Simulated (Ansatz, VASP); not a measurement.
## As: VASP beside Ansatz

File INCAR:

```
PREC = Accurate
ENCUT = 520
EDIFF = 1E-7
ISMEAR = 0
SIGMA = 0.05
LREAL = F
LASPH = T
NELM = 60
ALGO = Normal
ISIF = 2
LWAVE = F
LCHARG = T
GGA = PE
LELF = T
LVHAR = T
NBANDS = 18
```

File KPOINTS:

```
Automatic mesh
0
Gamma
  10 10 8
```

POSCAR

```
As
1.0
    1.8418630000     -5.8927550000      0.0000000000
    1.8418630000      5.8927550000      0.0000000000
    0.0000000000      0.0000000000      4.5307026000
As
4
Direct
    0.1180838375      0.8819161625      0.9670247939
    0.6180838375      0.3819161625      0.5329752061
    0.8819161625      0.1180838375      0.0329752061
    0.3819161625      0.6180838375      0.4670247939
```

Input for Ansatz:

```yaml
crystal:
  lattice:
    - [1.841863, -5.892755, 0.0]
    - [1.841863, 5.892755, 0.0]
    - [0.0, 0.0, 4.5307026]
  atoms:
    - { symbol: As, position: [0.1180838375, 0.8819161625, 0.9670247939] }
    - { symbol: As, position: [0.6180838375, 0.3819161625, 0.5329752061] }
    - { symbol: As, position: [0.8819161625, 0.1180838375, 0.0329752061] }
    - { symbol: As, position: [0.3819161625, 0.6180838375, 0.4670247939] }
basis:
  ecutwfc: 420
kpoints:
  mp_grid: { grid: [10, 10, 8] }
hamiltonian:
  xc: pbe
scf:
  occupations: { method: gaussian, width: 0.05 }
output:
  forces: true
  stress: true
  eigenvalues: true
```

Alike in both runs: task single point; functional PBE; k mesh 10 × 10 × 8; occupations gaussian, width 0.05 eV; no spin polarisation.

|  | VASP | Ansatz |
| --- | --- | --- |
| version | VASP 6.6.1 | Ansatz 0.2.0 |
| potentials or method | VASP PAW PBE potentials, release 64 (As), cutoff 520 eV | scalar-relativistic, plane waves, PAW |
| valence electrons in the cell | 20 | 60 |

```tsv
	VASP	Ansatz	Ansatz less VASP
gap on the k mesh at the Fermi level (eV)	none	none	-
pressure (GPa)	-7.6	-7.7	-0.05
traceless stress, the component that is largest in VASP (GPa)	5.25	5.27	+0.016
rms of the force components (eV/Å)	0.995	1.004	+0.0094
```

Atom by atom the forces differ by 0.009 eV/Å (rms over components). A gap of «none» marks a metal or a gap that the smearing closes. The functional is the same, so the differences come from potentials, cutoffs and numerics. VASP's potentials hold 20 valence electrons a cell and Ansatz's 60, so a difference there can come from the potentials and not from the codes.
